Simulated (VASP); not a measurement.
# HfC (Fm-3m) in VASP: a series of runs

HfC is run at these levels: PBEsol; tasks: relaxation of cell and atoms.

Program: VASP 6.6.1. These are calculated values, not measurements. Logs are shortened: lines on timing, memory, paths and dates and some standing lists are left out, and cuts for length are marked.

### Step 1. The cell of the first run

The structure is cubic, space group Fm-3m (No. 225). Conventional cell: a = 4.607 Å, b = 4.607 Å, c = 4.607 Å, α = 90.00°, β = 90.00°, γ = 90.00°. Within 3.0 Å of Hf (site symmetry m-3m) lie 6 C at 2.30 Å. C (site symmetry m-3m) has 6 Hf at 2.30 Å within 3.0 Å.

### Step 2. Relaxation of cell and atoms, PBEsol, target pressure 4 GPa, at which the enthalpy is minimised

INCAR

```
  PREC = Accurate
  ENCUT = 600
  EDIFF = 1E-6
  ISMEAR = -1
  SIGMA = 0.1
  LREAL = False
  LASPH = True
  NELM = 80
  ALGO = Normal
  ISIF = 3
  LWAVE = False
  LCHARG = False
  GGA = PS
  IBRION = 2
  NSW = 100
  EDIFFG = -0.002
  PSTRESS = 40.0
```

KPOINTS

```
regular mesh
0
Gamma
  18 18 18
```

POSCAR

```
HfC
1.0
    0.0000000000      2.3036722454      2.3036722454
    2.3036722454      0.0000000000      2.3036722454
    2.3036722454      2.3036722454      0.0000000000
Hf C
1 1
Direct
    0.5000000000      0.5000000000      0.5000000000
    0.0000000000      0.0000000000      0.0000000000
```

Potentials or basis: VASP PAW PBE potentials, release 64 (Hf_pv, C).

The run is started by

```
$ cat potpaw_PBE.64/Hf_pv/POTCAR potpaw_PBE.64/C/POTCAR > POTCAR
$ mpirun -np 1 vasp_std > vasp.out
```

OUTCAR:

```text
PREC = Accurate
   ENCUT = 600
   EDIFF = 1E-6
   ISMEAR = -1
   LREAL = False
   LASPH = True
   NELM = 80
   ISIF = 3
   GGA = PS
   IBRION = 2
   NSW = 100
   EDIFFG = -0.002
   PSTRESS = 40.0

 ion  position               nearest neighbor table
   1  0.500  0.500  0.500-   2 2.30   2 2.30   2 2.30   2 2.30   2 2.30   2 2.30
   2  0.000  0.000  0.000-   1 2.30   1 2.30   1 2.30   1 2.30   1 2.30   1 2.30

  LATTYP: Found a face centered cubic cell.
 ALAT       =     4.6073444908

  Lattice vectors:

 A1 = (   0.0000000000,   2.3036722454,   2.3036722454)
 A2 = (   2.3036722454,   0.0000000000,   2.3036722454)
 A3 = (   2.3036722454,   2.3036722454,   0.0000000000)

Analysis of symmetry for initial positions (statically):
=====================================================================
 Subroutine PRICEL returns:
 Original cell was already a primitive cell.

 Routine SETGRP: Setting up the symmetry group for a
 face centered cubic supercell.

 Subroutine GETGRP returns: Found 48 space group operations
 (whereof 48 operations were pure point group operations)
 out of a pool of 48 trial point group operations.

The static configuration has the point symmetry O_h .

Analysis of symmetry for dynamics (positions and initial velocities):
=====================================================================
 Subroutine PRICEL returns:
 Original cell was already a primitive cell.

 Routine SETGRP: Setting up the symmetry group for a
 face centered cubic supercell.

 Subroutine GETGRP returns: Found 48 space group operations
 (whereof 48 operations were pure point group operations)
 out of a pool of 48 trial point group operations.

The dynamic configuration has the point symmetry O_h .

 Subroutine INISYM returns: Found 48 space group operations
 (whereof 48 operations are pure point group operations),
 and found     1 'primitive' translations

----------------------------------------------------------------------------------------

                                     Primitive cell

  volume of cell :      24.4507

  direct lattice vectors                    reciprocal lattice vectors
     0.000000000  2.303672245  2.303672245    -0.217044765  0.217044765  0.217044765
     2.303672245  0.000000000  2.303672245     0.217044765 -0.217044765  0.217044765
     2.303672245  2.303672245  0.000000000     0.217044765  0.217044765 -0.217044765

  length of vectors
     3.257884533  3.257884533  3.257884533     0.375932560  0.375932560  0.375932560

  position of ions in fractional coordinates (direct lattice)
     0.500000000  0.500000000  0.500000000
     0.000000000  0.000000000  0.000000000

  ion indices of the primitive-cell ions
   primitive index   ion index
                 1           1
                 2           2

----------------------------------------------------------------------------------------

 KPOINTS: regular mesh

Automatic generation of k-mesh.
 Grid dimensions read from file:
 generate k-points for:   18   18   18

 Generating k-lattice:

  Cartesian coordinates                     Fractional coordinates (reciprocal lattice)
    -0.012058042  0.012058042  0.012058042     0.055555556  0.000000000  0.000000000
     0.012058042 -0.012058042  0.012058042     0.000000000  0.055555556  0.000000000
     0.012058042  0.012058042 -0.012058042     0.000000000  0.000000000  0.055555556

  Length of vectors
     0.020885142  0.020885142  0.020885142

  Shift w.r.t. Gamma in fractional coordinates (k-lattice)
     0.000000000  0.000000000  0.000000000

 Subroutine IBZKPT returns following result:
 ===========================================

 Found    195 irreducible k-points:

 Following reciprocal coordinates:
            Coordinates               Weight
  0.000000  0.000000  0.000000      1.000000
  0.055556  0.000000  0.000000      8.000000
  0.111111  0.000000  0.000000      8.000000
  0.166667  0.000000  0.000000      8.000000
  0.222222  0.000000  0.000000      8.000000
  0.277778  0.000000  0.000000      8.000000
[... 16 lines left out ...]
 -0.277778  0.055556  0.000000     24.000000
 -0.222222  0.055556  0.000000     24.000000
 [... further k-points ...]
   k-points           NKPTS =    195   k-points in BZ     NKDIM =    195   number of bands    NBANDS=     11
   number of dos      NEDOS =    301   number of ions     NIONS =      2
   total plane-waves  NPLWV =  21952
   dimension x,y,z NGX =    28 NGY =   28 NGZ =   28
   dimension x,y,z NGXF=    56 NGYF=   56 NGZF=   56
   ions per type =               1   1
   NGX,Y,Z   is equivalent  to a cutoff of  14.29, 14.29, 14.29 a.u.
   NGXF,Y,Z  is equivalent  to a cutoff of  28.58, 28.58, 28.58 a.u.
 SYSTEM =  unknown system
   PREC   = accura    normal or accurate (medium, high low for compatibility)
   ISTART =      0    job   : 0-new  1-cont  2-samecut
   ICHARG =      2    charge: 1-file 2-atom 10-const
   ISPIN  =      1    spin polarized calculation?
   LNONCOLLINEAR =      F non collinear calculations
   LSORBIT =      F    spin-orbit coupling
   LASPH  =      T    aspherical Exc in radial PAW
   ENCUT  =  600.0 eV  44.10 Ry    6.64 a.u.   6.51  6.51  6.51*2*pi/ulx,y,z
   NELM   =     80;   NELMIN=  2; NELMDL= -5     # of ELM steps
   EDIFF  = 0.1E-05   stopping-criterion for ELM
   LREAL  =      F    real-space projection
   EDIFFG = -.2E-02   stopping-criterion for IOM
   NSW    =    100    number of steps for IOM
   IBRION =      2    ionic relax: 0-MD 1-quasi-New 2-CG
   NFREE  =      1    steps in history (QN), initial steepest desc. (CG)
   ISIF   =      3    stress and relaxation
   ISYM   =      2    0-nonsym 1-usesym 2-fastsym
   POTIM  = 0.5000    time-step for ionic-motion
   TEBEG  =    0.0;   TEEND  =   0.0 temperature during run
   PSTRESS=   40.0 pullay stress
   NELECT =      14.0000    total number of electrons
   NUPDOWN=      -1.0000    fix difference up-down
   EMIN   =  10.00;   EMAX   =-10.00  energy-range for DOS
   EFERMI =   0.00;   METHOD = LEGACY
   ISMEAR =    -1;   SIGMA  =   0.10  broadening in eV -4-tet -1-fermi 0-gaus
   EFERMI_NEDOS =   21; number of points for ismear=-14 and -15
   IALGO  =     38    algorithm
   IMIX   =      4    mixing-type and parameters
     AMIX     =   0.40;   BMIX     =  1.00
     AMIX_MAG =   1.60;   BMIX_MAG =  1.00
  volume/ion in A,a.u.               =      12.23        82.50
  Fermi-wavevector in a.u.,A,eV,Ry     =   1.359419  2.568930 25.143856  1.848021
  Thomas-Fermi vector in A             =   2.486169
   LORBIT       =      0    0 simple, 1 ext, 2 COOP (PROOUT), +10 PAW based schemes
   GGA     = PS    functional components
   LHFCALC =     F    Hartree Fock is set to
   AEXX    =    0.0000 exact exchange contribution
   IVDW    =     0    specifies the selected vdW correction
   LEPSILON=     F    determine dielectric tensor
   LRPA    =     F    only Hartree local field effects (RPA)
 conjugate gradient relaxation of ions
 non-spin polarized calculation
  energy-cutoff  :      600.00
  volume of cell :       24.45
 maximum number of plane-waves:       869
 NGX is ok and might be reduce to    28
   NGX = 13   NGY = 13   NGZ = 13

--------------------------------------- Ionic step        1  -------------------------------------------

 number of electron      13.9999999 magnetization

 Free energy of the ion-electron system (eV)
  ---------------------------------------------------
  ext. energy  EPLUGINS =         0.00000000
  ---------------------------------------------------
  free energy    TOTEN  =       -22.20144447 eV

  energy without entropy =      -22.19198330  energy(sigma->0) =      -22.19671389

------------------------ aborting loop because EDIFF is reached ----------------------------------------

  FORCE on cell =-STRESS in cart. coord.  units (eV):
  Direction    XX          YY          ZZ          XY          YZ          ZX
  --------------------------------------------------------------------------------------
  -------------------------------------------------------------------------------------
  Total       -0.0678734     -0.0678734     -0.0678734      0.0000000     -0.0000000      0.0000000
  in kB       -4.4475196     -4.4475196     -4.4475196      0.0000000     -0.0000000      0.0000000
  external PRESSURE =     -44.4475196 kB  Pullay stress =      40.0000000 kB
[... 175 lines left out ...]
  enthalpy is  TOTEN    =       -21.5968077243 eV   P V=        0.6003605859

--------------------------------------- Ionic step        6  -------------------------------------------

 number of electron      13.9999999 magnetization

 Free energy of the ion-electron system (eV)
  ---------------------------------------------------
  ext. energy  EPLUGINS =         0.00000000
  ---------------------------------------------------
  free energy    TOTEN  =       -22.19697026 eV

  energy without entropy =      -22.18752324  energy(sigma->0) =      -22.19224675

 E-fermi :   6.1476     XC(G=0): -12.6416

 val. band max:        6.1243600425   @ k =   0.1111   0.0556   0.0000
 cond. band min:       6.1748324242   @ k =   0.5000   0.4444   0.0000
 fundamental gap:      0.0504723817
 Fermi energy:         6.1475960567

 k-point     1 :       0.0000    0.0000    0.0000
  band No.  band energies     occupation
      1     -23.1308      2.00000
      2     -23.1308      2.00000
      3     -23.1308      2.00000
      4      -6.3633      2.00000
      5       7.2028      0.00005
      6       7.2028      0.00005
      7       7.2028      0.00005
      8       7.5077      0.00000
      9       7.5077      0.00000
     10       7.5077      0.00000
     11       9.6546      0.00000
[... 309 lines left out ...]
 k-point    24 :      -0.2222    0.0556    0.0000
  band No.  band energies     occupation
      1     -23.5301      2.00000
      2     -23.1975      2.00000
      3     -23.1584      2.00000
      4      -4.8765      2.00000
      5       3.1135      2.00000
      6       4.2227      2.00000
      7       4.5198      2.00000
      8       8.8390      0.00000
      9       9.0786      0.00000
     10       9.8654      0.00000
     11      13.0578      0.00000

 [... further k-points ...]
[... 5 lines left out ...]
  --------------------------------------------------------------------------------------
  -------------------------------------------------------------------------------------
  Total        0.6005295      0.6005295      0.6005295     -0.0000000     -0.0000000      0.0000000
  in kB       40.0245914     40.0245914     40.0245914     -0.0000000     -0.0000000      0.0000000
  external PRESSURE =       0.0245914 kB  Pullay stress =      40.0000000 kB
[... 17 lines left out ...]
  FREE ENERGIE OF THE ION-ELECTRON SYSTEM (eV)
  ---------------------------------------------------
  free  energy   TOTEN  =       -22.1969702636 eV

  energy  without entropy=      -22.1875232380  energy(sigma->0) =      -22.19224675

  enthalpy is  TOTEN    =       -21.5968097797 eV   P V=        0.6001604839

 reached required accuracy - stopping structural energy minimisation
```

Run time: 2.1 min. Hardware: 1 thread of Intel Xeon Platinum 8559C (Emerald Rapids), shared host; peak memory 0.23 GiB.

Results:

```
Free energy                                            : -22.1970 eV
Relaxed volume                                         : 12.02 Å³/atom
Relaxed cell                                           : a = 3.239 Å, b = 3.239 Å, c = 3.239 Å, α = 60.00°, β = 60.00°, γ = 60.00°
Space group after relaxing (to 0.05 Å)                 : Fm-3m (No. 225)
Energy change on relaxing (the enthalpy is what falls) : +2.2 meV/atom
Ionic steps                                            : 6
Pressure after relaxing                                : 4.0 GPa
Band gap on the k mesh                                 : zero (band 7 reaches 7.20 eV, above the bottom of band 8 at 5.74 eV)
```

Step by step:
| step | energy change (eV) | largest force (eV/Å) | pressure (GPa) | volume (Å³) |
| --- | --- | --- | --- | --- |
| 1 | 0.0000 | 0.0000 | -0.44 | 24.45 |
| 2 | 0.0455 | 0.0000 | 13.37 | 23.27 |
| 3 | 0.0044 | 0.0000 | 3.92 | 24.04 |
| 4 | 0.0046 | 0.0000 | 4.06 | 24.03 |
| 5 | 0.0043 | 0.0000 | 3.90 | 24.05 |
| 6 | 0.0045 | 0.0000 | 4.00 | 24.04 |

Final structure:
```xyz
2
Lattice="0.0000 2.2907 2.2907 2.2907 0.0000 2.2907 2.2907 2.2907 0.0000" Properties=species:S:1:pos:R:3 pbc="T T T"
Hf    2.2907    2.2907    2.2907
C     2.2907    2.2907    0.0000
```

Caveat: the cell is relaxed towards a set pressure, so the enthalpy falls and the energy may rise; the PAW data sets were made with another functional, which shifts forces and pressure a little; spin-orbit coupling is left out, which moves the levels of the heavy elements.

### Step 3. Relaxation of cell and atoms, PBEsol, target pressure 7 GPa, at which the enthalpy is minimised

INCAR

```
PREC = Accurate
ENCUT = 600
EDIFF = 1E-6
ISMEAR = -1
SIGMA = 0.1
LREAL = False
LASPH = True
NELM = 80
ALGO = Normal
ISIF = 3
LWAVE = False
LCHARG = False
GGA = PS
IBRION = 2
NSW = 100
EDIFFG = -0.002
PSTRESS = 70.0
```

KPOINTS

```
Automatic mesh
0
Gamma
  18 18 18
```

POSCAR is that of step 2.

Potentials or basis: VASP PAW PBE potentials, release 64 (Hf_pv, C).

The run is started by

```
$ cat potpaw_PBE.64/Hf_pv/POTCAR potpaw_PBE.64/C/POTCAR > POTCAR
$ mpirun -np 1 vasp_std > vasp.out
```

Run time: 94 s. Hardware: 1 thread of Intel Xeon Platinum 8559C (Emerald Rapids), shared host; peak memory 0.23 GiB.

It converged, with:

- Free energy: -22.1880 eV
- Relaxed volume: 11.89 Å³/atom
- Relaxed cell: a = 3.228 Å, b = 3.228 Å, c = 3.228 Å, α = 60.00°, β = 60.00°, γ = 60.00°
- Space group after relaxing (to 0.05 Å): Fm-3m (No. 225)
- Energy change on relaxing (the enthalpy is what falls): +6.7 meV/atom
- Ionic steps: 4
- Pressure after relaxing: 7.0 GPa
- Band gap on the k mesh: zero (band 7 reaches 7.30 eV, above the bottom of band 8 at 5.82 eV)

Step by step:
```
step  energy change (eV)  largest force (eV/Å)  pressure (GPa)  volume (Å³)
   1              0.0000                0.0000           -0.44        24.45
   2              0.1363                0.0000           24.47        22.50
   3              0.0129                0.0000            6.87        23.79
   4              0.0134                0.0000            7.02        23.78
```

Final structure:
```yaml
crystal:
  lattice:
    - [0.00000, 2.28235, 2.28235]
    - [2.28235, 0.00000, 2.28235]
    - [2.28235, 2.28235, 0.00000]
  atoms:
    - { symbol: Hf, position: [0.50000, 0.50000, 0.50000] }
    - { symbol: C, position: [0.00000, 0.00000, 0.00000] }
```

Levels at points of the mesh, in eV from the Fermi level:
```tsv
k point	band 4	band 5	band 6	band 7	band 8	band 9	band 10	band 11
(0.00, 0.00, 0.00)	-12.57	1.06	1.06	1.06	1.36	1.36	1.36	3.54
(0.50, 0.00, 0.00)	-8.42	-6.43	-3.18	-3.18	5.62	5.62	6.13	6.80
(0.50, 0.50, 0.00)	-10.62	-2.51	-2.02	-0.01	-0.01	5.63	7.18	7.18
```

Caveat: the cell is relaxed towards a set pressure, so the enthalpy falls and the energy may rise; the PAW data sets were made with another functional, which shifts forces and pressure a little; spin-orbit coupling is left out, which moves the levels of the heavy elements.
